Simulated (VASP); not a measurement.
# N in VASP: a series of runs

N is run at these levels: PBE; tasks: single point.

All numbers are computed with VASP 6.6.1; they aren't measurements. Logs are shortened: lines on timing, memory, paths and dates and some standing lists are left out, and cuts for length are marked.

### 1 The cell of the first run

The cell holds a disordered packing, 12 atoms: a = 7.034 Å, b = 7.034 Å, c = 7.034 Å, α = 90.00°, β = 90.00°, γ = 90.00°.

### 2 Single point, PBE

INCAR reads:

```
PREC = Accurate ; ENCUT = 520
EDIFF = 1E-7 ; ISMEAR = -1
SIGMA = 0.05 ; LREAL = F
LASPH = T ; NELM = 100
ALGO = Normal ; ISIF = 2
LWAVE = F ; LCHARG = F
GGA = PE ; NBANDS = 42
```

KPOINTS reads:

```
regular mesh
0
Gamma
  1 1 1
```

POSCAR reads:

```
N
1.0
    7.0338500000      0.0000000000      0.0000000000
    0.0000000000      7.0338500000      0.0000000000
    0.0000000000      0.0000000000      7.0338500000
N
12
Direct
    0.7554184408      1.2233556303      0.1031014309
    0.8513829553      1.1410251854      0.0095680175
    0.6239541645      0.3877961572      0.5180377745
    0.7561435060      0.4472088543      0.4579568799
   -0.0189085636      0.5666029273      0.8414452967
   -0.0981681440      0.6779217640      0.7611905287
    0.4058659198      1.0043859337      0.4329634553
    0.4233527869      0.8559181671      0.4012596231
    0.5097919347      0.8652160623      0.9244723729
    0.3643665987      0.9105255301      0.8983984589
    0.2151453329      0.3889903822      0.2577677943
    0.2885048729      0.4543599878      0.1380325142
```

Potentials or basis: VASP PAW PBE potentials, release 64 (N).

The run is started by

```
> cat potpaw_PBE.64/N/POTCAR > POTCAR
> mpirun -np 1 vasp_gam > vasp.out
```

OUTCAR:

```text
PREC = Accurate
   ENCUT = 520
   EDIFF = 1E-7
   ISMEAR = -1
   LREAL = F
   LASPH = T
   NELM = 100
   ISIF = 2
   GGA = PE

 ion  position               nearest neighbor table
   1  0.755  0.223  0.103-   2 1.11
   2  0.851  0.141  0.010-   1 1.11
   3  0.624  0.388  0.518-   4 1.10
   4  0.756  0.447  0.458-   3 1.10
   5  0.981  0.567  0.841-   6 1.11
   6  0.902  0.678  0.761-   5 1.11
   7  0.406  0.004  0.433-   8 1.07
   8  0.423  0.856  0.401-   7 1.07
   9  0.510  0.865  0.924-  10 1.09
  10  0.364  0.911  0.898-   9 1.09
  11  0.215  0.389  0.258-  12 1.09
  12  0.289  0.454  0.138-  11 1.09

  LATTYP: Found a simple cubic cell.
 ALAT       =     7.0338500000

  Lattice vectors:

 A1 = (   7.0338500000,   0.0000000000,   0.0000000000)
 A2 = (   0.0000000000,   7.0338500000,   0.0000000000)
 A3 = (   0.0000000000,   0.0000000000,   7.0338500000)

Analysis of symmetry for initial positions (statically):
=====================================================================
 Subroutine PRICEL returns:
 Original cell was already a primitive cell.

 Routine SETGRP: Setting up the symmetry group for a
 simple cubic supercell.

 Subroutine GETGRP returns: Found  1 space group operations
 (whereof  1 operations were pure point group operations)
 out of a pool of 48 trial point group operations.

The static configuration has the point symmetry C_1 .

Analysis of symmetry for dynamics (positions and initial velocities):
=====================================================================
 Subroutine PRICEL returns:
 Original cell was already a primitive cell.

 Routine SETGRP: Setting up the symmetry group for a
 simple cubic supercell.

 Subroutine GETGRP returns: Found  1 space group operations
 (whereof  1 operations were pure point group operations)
 out of a pool of 48 trial point group operations.

The dynamic configuration has the point symmetry C_1 .

 Subroutine INISYM returns: Found  1 space group operations
 (whereof  1 operations are pure point group operations),
 and found     1 'primitive' translations

----------------------------------------------------------------------------------------

                                     Primitive cell

  volume of cell :     348.0001

  direct lattice vectors                    reciprocal lattice vectors
     7.033850000  0.000000000  0.000000000     0.142169651  0.000000000  0.000000000
     0.000000000  7.033850000  0.000000000     0.000000000  0.142169651  0.000000000
     0.000000000  0.000000000  7.033850000     0.000000000  0.000000000  0.142169651

  length of vectors
     7.033850000  7.033850000  7.033850000     0.142169651  0.142169651  0.142169651

  position of ions in fractional coordinates (direct lattice)
     0.755418441  0.223355630  0.103101431
     0.851382955  0.141025185  0.009568018
     0.623954164  0.387796157  0.518037775
     0.756143506  0.447208854  0.457956880
     0.981091436  0.566602927  0.841445297
     0.901831856  0.677921764  0.761190529
     0.405865920  0.004385934  0.432963455
     0.423352787  0.855918167  0.401259623
     0.509791935  0.865216062  0.924472373
     0.364366599  0.910525530  0.898398459
     0.215145333  0.388990382  0.257767794
     0.288504873  0.454359988  0.138032514

  ion indices of the primitive-cell ions
   primitive index   ion index
                 1           1
                 2           2
                 3           3
                 4           4
                 5           5
                 6           6
                 7           7
                 8           8
                 9           9
                10          10
                11          11
                12          12

----------------------------------------------------------------------------------------

 KPOINTS: regular mesh

Automatic generation of k-mesh.
 Grid dimensions read from file:
 generate k-points for:    1    1    1

 Generating k-lattice:

  Cartesian coordinates                     Fractional coordinates (reciprocal lattice)
     0.142169651  0.000000000  0.000000000     1.000000000  0.000000000  0.000000000
     0.000000000  0.142169651  0.000000000     0.000000000  1.000000000  0.000000000
     0.000000000  0.000000000  0.142169651     0.000000000  0.000000000  1.000000000

  Length of vectors
     0.142169651  0.142169651  0.142169651

  Shift w.r.t. Gamma in fractional coordinates (k-lattice)
     0.000000000  0.000000000  0.000000000

 Subroutine IBZKPT returns following result:
 ===========================================

 Found      1 irreducible k-points:

 Following reciprocal coordinates:
            Coordinates               Weight
  0.000000  0.000000  0.000000      1.000000
   k-points           NKPTS =      1   k-points in BZ     NKDIM =      1   number of bands    NBANDS=     42
   number of dos      NEDOS =    301   number of ions     NIONS =     12
   total plane-waves  NPLWV = 157464
   dimension x,y,z NGX =    54 NGY =   54 NGZ =   54
   dimension x,y,z NGXF=   108 NGYF=  108 NGZF=  108
   ions per type =              12
   NGX,Y,Z   is equivalent  to a cutoff of  12.76, 12.76, 12.76 a.u.
   NGXF,Y,Z  is equivalent  to a cutoff of  25.53, 25.53, 25.53 a.u.
 SYSTEM =  unknown system
   PREC   = accura    normal or accurate (medium, high low for compatibility)
   ISTART =      0    job   : 0-new  1-cont  2-samecut
   ICHARG =      2    charge: 1-file 2-atom 10-const
   ISPIN  =      1    spin polarized calculation?
   LNONCOLLINEAR =      F non collinear calculations
   LSORBIT =      F    spin-orbit coupling
   LASPH  =      T    aspherical Exc in radial PAW
   ENCUT  =  520.0 eV  38.22 Ry    6.18 a.u.  13.08 13.08 13.08*2*pi/ulx,y,z
   NELM   =    100;   NELMIN=  2; NELMDL= -5     # of ELM steps
   EDIFF  = 0.1E-06   stopping-criterion for ELM
   LREAL  =      F    real-space projection
   EDIFFG = 0.1E-05   stopping-criterion for IOM
   NSW    =      0    number of steps for IOM
   IBRION =     -1    ionic relax: 0-MD 1-quasi-New 2-CG
   NFREE  =      0    steps in history (QN), initial steepest desc. (CG)
   ISIF   =      2    stress and relaxation
   ISYM   =      2    0-nonsym 1-usesym 2-fastsym
   POTIM  = 0.5000    time-step for ionic-motion
   TEBEG  =    0.0;   TEEND  =   0.0 temperature during run
   PSTRESS=    0.0 pullay stress
   NELECT =      60.0000    total number of electrons
   NUPDOWN=      -1.0000    fix difference up-down
   EMIN   =  10.00;   EMAX   =-10.00  energy-range for DOS
   EFERMI =   0.00;   METHOD = LEGACY
   ISMEAR =    -1;   SIGMA  =   0.05  broadening in eV -4-tet -1-fermi 0-gaus
   EFERMI_NEDOS =   21; number of points for ismear=-14 and -15
   IALGO  =     38    algorithm
   IMIX   =      4    mixing-type and parameters
     AMIX     =   0.40;   BMIX     =  1.00
     AMIX_MAG =   1.60;   BMIX_MAG =  1.00
  volume/ion in A,a.u.               =      29.00       195.70
  Fermi-wavevector in a.u.,A,eV,Ry     =   0.911169  1.721859 11.295944  0.830228
  Thomas-Fermi vector in A             =   2.035417
   LORBIT       =      0    0 simple, 1 ext, 2 COOP (PROOUT), +10 PAW based schemes
   GGA     = PE    functional components
[... 5 lines left out ...]
 non-spin polarized calculation
  energy-cutoff  :      520.00
  volume of cell :      348.00
 maximum number of plane-waves:      4718
 NGX is ok and might be reduce to    54
   NGX = 27   NGY = 27   NGZ = 27

 number of electron      59.9999999 magnetization

 Free energy of the ion-electron system (eV)
  ---------------------------------------------------
  ext. energy  EPLUGINS =         0.00000000
  ---------------------------------------------------
  free energy    TOTEN  =       -99.56148415 eV

  energy without entropy =      -99.56148414  energy(sigma->0) =      -99.56148414

 E-fermi :  -5.9485     XC(G=0):  -5.4771

 val. band max:       -7.1641379303   @ k =   0.0000   0.0000   0.0000
 cond. band min:       0.2710509846   @ k =   0.0000   0.0000   0.0000
 fundamental gap:      7.4351889149
 Fermi energy:        -5.9484577575

 k-point     1 :       0.0000    0.0000    0.0000
  band No.  band energies     occupation
      1     -26.1783      2.00000
      2     -25.9719      2.00000
      3     -25.7464      2.00000
      4     -25.6434      2.00000
      5     -25.5546      2.00000
      6     -25.4238      2.00000
      7     -10.9737      2.00000
      8     -10.9330      2.00000
      9     -10.8168      2.00000
     10     -10.7526      2.00000
     11     -10.6234      2.00000
     12     -10.4929      2.00000
     13      -9.5117      2.00000
     14      -9.2704      2.00000
     15      -9.2379      2.00000
     16      -9.1775      2.00000
     17      -9.0177      2.00000
     18      -8.9638      2.00000
     19      -8.9201      2.00000
     20      -8.8814      2.00000
     21      -8.8327      2.00000
     22      -8.7958      2.00000
     23      -8.7523      2.00000
     24      -8.4699      2.00000
     25      -8.0762      2.00000
     26      -7.5629      2.00000
     27      -7.4618      2.00000
     28      -7.3338      2.00000
     29      -7.2357      2.00000
     30      -7.1641      2.00000
     31       0.2711      0.00000
     32       0.3664      0.00000
     33       0.4649      0.00000
     34       0.5313      0.00000
     35       0.6934      0.00000
     36       0.7441      0.00000
     37       0.8332      0.00000
     38       0.8929      0.00000
     39       1.0138      0.00000
     40       1.0871      0.00000
     41       1.1922      0.00000
     42       1.2210      0.00000

------------------------ aborting loop because EDIFF is reached ----------------------------------------

  FORCE on cell =-STRESS in cart. coord.  units (eV):
  Direction    XX          YY          ZZ          XY          YZ          ZX
  --------------------------------------------------------------------------------------
  -------------------------------------------------------------------------------------
  Total        7.2310138      8.9414020      4.7099287     -0.6334918      0.4834959     -1.5921018
  in kB       33.2912777     41.1658317     21.6843102     -2.9165692      2.2259946     -7.3299687
  external PRESSURE =      32.0471399 kB  Pullay stress =       0.0000000 kB

 VOLUME and BASIS-vectors are now :
 -----------------------------------------------------------------------------
  energy-cutoff  :      520.00
  volume of cell :      348.00
      direct lattice vectors                 reciprocal lattice vectors
     7.033850000  0.000000000  0.000000000     0.142169651  0.000000000  0.000000000
     0.000000000  7.033850000  0.000000000     0.000000000  0.142169651  0.000000000
     0.000000000  0.000000000  7.033850000     0.000000000  0.000000000  0.142169651

 POSITION                                       TOTAL-FORCE (eV/Angst)
 -----------------------------------------------------------------------------------
      5.31350      1.57105      0.72520        -0.639733      0.478325      0.500895
      5.98850      0.99195      0.06730         0.692787     -0.535726     -0.613398
      4.38880      2.72770      3.64380        -1.242126     -0.523837      0.648867
      5.31860      3.14560      3.22120         1.184372      0.545075     -0.625463
      6.90085      3.98540      5.91860        -0.133845      0.239802     -0.124705
      6.34335      4.76840      5.35410         0.217002     -0.079940      0.195299
      2.85480      0.03085      3.04540        -0.785245      6.408222      1.364790
      2.97780      6.02040      2.82240         0.757736     -6.463923     -1.369907
      3.58580      6.08580      6.50260         3.998363     -1.322362      0.731708
      2.56290      6.40450      6.31920        -4.079357      1.260923     -0.731396
      1.51330      2.73610      1.81310        -1.879313     -1.639344      3.008848
      2.02930      3.19590      0.97090         1.909359      1.632786     -2.985538
 -----------------------------------------------------------------------------------
    total drift:                               -0.000268      0.001137     -0.000065

  FREE ENERGIE OF THE ION-ELECTRON SYSTEM (eV)
  ---------------------------------------------------
  free  energy   TOTEN  =       -99.5614841450 eV

  energy  without entropy=      -99.5614841449  energy(sigma->0) =      -99.56148414
```

It took 23 s on 1 thread of Intel Xeon 6975P-C (Granite Rapids), shared host; peak memory 0.34 GiB.

What came out:

```yaml
Free_energy: -99.5615 eV
Pressure: 3.2 GPa
Largest_force: 6.651 eV/Å
```

Forces in eV/Å, atoms in the order of the input:
```
N   -0.640  0.478  0.501
N    0.693 -0.536 -0.613
N   -1.242 -0.524  0.649
N    1.184  0.545 -0.625
N   -0.134  0.240 -0.125
N    0.217 -0.080  0.195
N   -0.785  6.408  1.365
N    0.758 -6.464 -1.370
N    3.998 -1.322  0.732
N   -4.079  1.261 -0.731
N   -1.879 -1.639  3.009
N    1.909  1.633 -2.986
```

Levels at points of the mesh, in eV from the Fermi level:
```csv
k point,band 27,band 28,band 29,band 30,band 31,band 32,band 33,band 34
"(0.00, 0.00, 0.00)",-1.51,-1.39,-1.29,-1.22,6.22,6.31,6.41,6.48
```

Caveat: the k points lie up to 0.89 Å⁻¹ apart; the standard files for N, O and F lose accuracy on very short bonds.

### 3 Single point, PBE

INCAR reads:

```
SYSTEM = N
PREC = Accurate ; ENCUT = 520
EDIFF = 1E-6 ; ISMEAR = -1
SIGMA = 0.05 ; LREAL = .False.
LASPH = .True. ; NELM = 100
ALGO = Normal ; ISIF = 2
LWAVE = .False. ; LCHARG = .False.
GGA = PE ; NBANDS = 42
```

KPOINTS reads:

```
regular mesh
0
Gamma
  1 1 1
  0 0 0
```

POSCAR reads:

```
N
1.0
    7.0338500000      0.0000000000      0.0000000000
    0.0000000000      7.0338500000      0.0000000000
    0.0000000000      0.0000000000      7.0338500000
N
12
Direct
    0.7481677886      1.2141714708      0.1092289429
    0.8519658508      1.1634737733      0.0018624224
    0.6227457225      0.3869573562      0.5226725051
    0.7503145504      0.4387355431      0.4609708765
   -0.0365944682      0.5507652281      0.8402795055
   -0.1106079885      0.6728747414      0.7686686523
    0.4048991662      1.0157737228      0.4232390512
    0.4189881786      0.8605386808      0.4040461483
    0.4906274658      0.8808120730      0.9310832617
    0.3395437776      0.9140371205      0.9118619248
    0.2206046475      0.3942790932      0.2763209338
    0.2728662112      0.4664301911      0.1478990880
```

Potentials or basis: VASP PAW PBE potentials, release 64 (N).

The run is started by

```
> cat potpaw_PBE.64/N/POTCAR > POTCAR
> mpirun -np 1 vasp_gam > vasp.out
```

Run time: 21 s. Hardware: 1 thread of Intel Xeon 6975P-C (Granite Rapids), shared host; peak memory 0.34 GiB.

It converged, with:

```
Free energy   : -99.4823 eV
Pressure      : 2.8 GPa
Largest force : 9.556 eV/Å
```

Forces in eV/Å, atoms in the order of the input:
```
N   -0.367  0.108  0.275
N    0.396 -0.227 -0.368
N   -8.056 -3.237  3.992
N    8.002  3.264 -3.981
N   -0.674  1.288 -0.677
N    0.786 -1.072  0.758
N   -0.131  1.175  0.159
N    0.118 -1.267 -0.126
N    2.495 -0.612  0.304
N   -2.565  0.557 -0.342
N   -0.804 -0.978  1.784
N    0.800  1.000 -1.776
```

Stress tensor (GPa, compression positive):
```
 4.89  1.60 -1.86
 1.60  1.44 -0.51
-1.86 -0.51  2.10
```

Levels at points of the mesh, in eV from the Fermi level:
| k point | band 28 | band 29 | band 30 | band 31 | band 32 | band 33 |
| --- | --- | --- | --- | --- | --- | --- |
| (0.00, 0.00, 0.00) | -1.34 | -1.24 | -1.22 | 6.22 | 6.27 | 6.37 |

Caveat: the k points lie up to 0.89 Å⁻¹ apart; the standard files for N, O and F lose accuracy on very short bonds; the atoms stand as in a frame of molecular dynamics.

### 4 Single point, PBE

INCAR is that of step 3.

KPOINTS reads:

```
Automatic mesh
0
Gamma
  1 1 1
  0 0 0
```

POSCAR reads:

```
N
1.0
    7.0338500000      0.0000000000      0.0000000000
    0.0000000000      7.0338500000      0.0000000000
    0.0000000000      0.0000000000      7.0338500000
N
12
Direct
    0.7451822260      1.2140719521      0.1045657783
    0.8529894723      1.1598626641      0.0010520554
    0.6142866282      0.3677928873      0.5140143734
    0.7445993304      0.4472657222      0.4736381925
   -0.0444991008      0.5508078790      0.8325454765
   -0.1177875559      0.6743817397      0.7655124860
    0.3991555123      1.0149349218      0.4249735209
    0.4176517839      0.8616049532      0.3838580578
    0.4896038443      0.8844231822      0.9249273158
    0.3347668773      0.9102696247      0.9111510766
    0.2334283501      0.4073871351      0.2955849215
    0.2827327850      0.4596344818      0.1556189000
```

The run is started by

```
> cat potpaw_PBE.64/N/POTCAR > POTCAR
> mpirun -np 1 vasp_gam > vasp.out
```

Run time: 20 s. Hardware: 1 thread of Intel Xeon 6975P-C (Granite Rapids), shared host; peak memory 0.33 GiB.

Results (log left out):

```yaml
Free_energy: -99.7040 eV
Pressure: 0.4 GPa
Largest_force: 1.752 eV/Å
```

Forces on the atoms (eV/Å):
```
N    0.555 -0.314 -0.594
N   -0.502  0.228  0.532
N   -0.242 -0.099  0.247
N    0.226  0.109 -0.307
N   -0.076  0.376 -0.069
N    0.246 -0.132  0.251
N    0.116 -1.697 -0.423
N   -0.166  1.565  0.467
N    0.592 -0.162  0.027
N   -0.672  0.104 -0.086
N   -0.425 -0.298  0.874
N    0.348  0.320 -0.917
```

Stress tensor (GPa, compression positive):
```
 0.60  0.57  0.24
 0.57 -0.31 -0.20
 0.24 -0.20  0.83
```

Levels at points of the mesh, in eV from the Fermi level:
```csv
k point,band 26,band 27,band 28,band 29,band 30,band 31,band 32,band 33,band 34,band 35
"(0.00, 0.00, 0.00)",-1.73,-1.56,-1.42,-1.38,-1.26,5.92,6.12,6.18,6.19,6.26
```

Caveat: the k points lie up to 0.89 Å⁻¹ apart; the standard files for N, O and F lose accuracy on very short bonds; the atoms stand as in a frame of molecular dynamics.

(Part 1 of 2 ends here.)
